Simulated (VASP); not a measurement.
FeSi:

```
Fe Si
1.0
     4.55070    0.00000    0.00000
     0.00000    4.55070    0.00000
     0.00000    0.00000    4.55070
Fe Si
4 4
Cartesian
  0.6213 0.6213 0.6213
  1.6541 3.9294 2.8966
  2.8966 1.6541 3.9294
  3.9294 2.8966 1.6541
  3.8335 3.8335 3.8335
  2.9925 0.7172 1.5582
  1.5582 2.9925 0.7172
  0.7172 1.5582 2.9925
```

```yaml
Program: VASP 6.6.1
Task: relaxation of cell and atoms
Functional: PBE
Potentials_or_basis: VASP PAW PBE potentials, release 64 (Fe, Si)
Cutoff: 600 eV
k_mesh: 4 × 4 × 4
Occupations: gaussian, width 0.05 eV
Spin: no spin polarisation
```

At the start: pressure -13.7 GPa; volume 11.78 Å³/atom.

**Question.** How do energy, volume and symmetry change on relaxing?

**Answer.** Over 5 steps the energy falls by 36.5 meV/atom and the volume is 11.00 Å³/atom (-6.6 %); space group P2_13 (No. 198, to 0.1 Å) before and after.

The path:
```
step  energy change (eV)  largest force (eV/Å)  pressure (GPa)  volume (Å³)
   1              0.0000                0.2784          -13.71        94.24
   2              0.1737                0.5228           22.96        81.15
   3             -0.2899                0.1208           -0.23        88.11
   4             -0.2900                0.1168            0.06        87.99
   5             -0.2919                0.0267            0.06        88.00
```

Final structure:
```
Fe Si
1.0
     4.44791    0.00000    0.00000
     0.00000    4.44791    0.00000
     0.00000    0.00000    4.44791
Fe Si
4 4
Direct
  0.13622 0.13622 0.13622
  0.36378 0.86378 0.63622
  0.63622 0.36378 0.86378
  0.86378 0.63622 0.36378
  0.84100 0.84100 0.84100
  0.65900 0.15900 0.34100
  0.34100 0.65900 0.15900
  0.15900 0.34100 0.65900
```
